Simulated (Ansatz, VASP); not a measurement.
## Two plane-wave programs on Ga3As3N2

```
Ga As N
1.0
     4.01370    0.00000    0.00000
     0.00000    5.67623    0.00000
     0.00000    0.00000   22.88527
Ga As N
3 3 2
Direct
  0.50000 0.50000 0.17478
  0.00000 0.06538 0.27327
  0.50000 0.48946 0.32920
  0.00000 0.25000 0.17478
  0.50000 0.81022 0.25542
  0.00000 0.28876 0.36640
  0.00000 0.28876 0.51497
  0.00000 0.28876 0.56304
```

Alike in both runs: task single point; functional PBE; dispersion D3(BJ); k mesh 7 × 5 × 1; occupations gaussian, width 0.05 eV; no spin polarisation.

```csv
,VASP,Ansatz
version,VASP 6.6.1,Ansatz 0.2.0
potentials or method,"VASP PAW PBE potentials, release 64 (Ga_d, As_d, N), cutoff 520 eV","scalar-relativistic, plane waves, PAW"
valence electrons in the cell,94,94
```

```tsv
	VASP	Ansatz	Ansatz less VASP
gap on the k mesh at the Fermi level (eV)	0.40	0.40	+0.003
least direct gap on the mesh (eV)	0.75	0.75	+0.003
rms of the force components (eV/Å)	0.680	0.330	-0.3506
```

One of these differences is far larger than is usual between the two programs; its cause wasn't traced.

Noted on VASP's run: the standard files for N, O and F lose accuracy on very short bonds.
